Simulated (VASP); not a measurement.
Here is a VASP 6.6.1 calculation.

The input INCAR:

```
PREC = Accurate
ENCUT = 520
EDIFF = 1E-7
ISMEAR = 0
SIGMA = 0.01
LREAL = False
LASPH = True
NELM = 60
ALGO = Normal
ISIF = 2
LWAVE = False
LCHARG = False
GGA = PS
NBANDS = 20
```

File KPOINTS:

```
Automatic mesh
0
Gamma
  8 8 8
```

The input POSCAR:

```
CdF2
1.0
    0.0000000000      2.6940000000      2.6940000000
    2.6940000000      0.0000000000      2.6940000000
    2.6940000000      2.6940000000      0.0000000000
Cd F
1 2
Direct
    0.0000000000      0.0000000000      0.0000000000
    0.7500000000      0.7500000000      0.7500000000
    0.2500000000      0.2500000000      0.2500000000
```

Potentials or basis: VASP PAW PBE potentials, release 64 (Cd, F).

The run is started by

```bash
$ cat potpaw_PBE.64/Cd/POTCAR potpaw_PBE.64/F/POTCAR > POTCAR
$ mpirun -np 1 vasp_std > vasp.out
```

Question: Predict the band gap on the k mesh.

Answer: 2.90 eV, indirect (least direct gap 3.39 eV).

Question: Estimate the pressure.

Answer: 0.5 GPa.

Caveat: the PAW data sets were made with another functional, which shifts forces and pressure a little. As with any semilocal functional, this PBEsol gap is likely too small.
